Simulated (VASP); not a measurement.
Wanted: the native input for a VASP 6.6.1 run.

- Task: single point
- Functional: PBEsol
- Potentials or basis: VASP PAW PBE potentials, release 64 (Si, Se)
- Cutoff: 520 eV
- k mesh: 7 × 7 × 6
- Occupations: methfessel-paxton, width 0.05 eV
- Spin: no spin polarisation
- Dipole correction: no
- Further INCAR settings: ALGO = Normal; EDIFF = 1e-07; NBANDS = 12

The structure of SiSe lies in POSCAR:

```
SiSe
1.0
    3.5952000000      0.0000000000      0.0000000000
   -1.7976000000      3.1135300000      0.0000000000
    0.0000000000      0.0000000000      3.5987300000
Si Se
1 1
Direct
    0.6666700000      0.3333300000      0.5000000000
    0.0000000000      0.0000000000      0.0000000000
```

These files were run (other wordings do the same):

INCAR

```
ALGO = Normal
EDIFF = 1E-7
ENCUT = 520
GGA = PS
ISIF = 2
ISMEAR = 1
LASPH = T
LCHARG = F
LREAL = F
LWAVE = F
NBANDS = 12
NELM = 60
PREC = Accurate
SIGMA = 0.05
```

KPOINTS

```
k-points
0
Gamma
  7 7 6
```

Potentials or basis: VASP PAW PBE potentials, release 64 (Si, Se).

Command:

```bash
$ cat potpaw_PBE.64/Si/POTCAR potpaw_PBE.64/Se/POTCAR > POTCAR
$ mpirun -np 1 vasp_std > vasp.out
```

It gave:

```json
{
  "Pressure": "-3.5 GPa",
  "Band gap on the k mesh": "zero (bands 5 and 6 overlap by 3.20 eV)"
}
```

Caveat: the cell stands under tension; the PAW data sets were made with another functional, which shifts forces and pressure a little.

Wall time 15 s on 1 thread of AMD EPYC 9R45 96-Core Processor (Zen 5), on a shared host, peak memory 0.14 GiB.
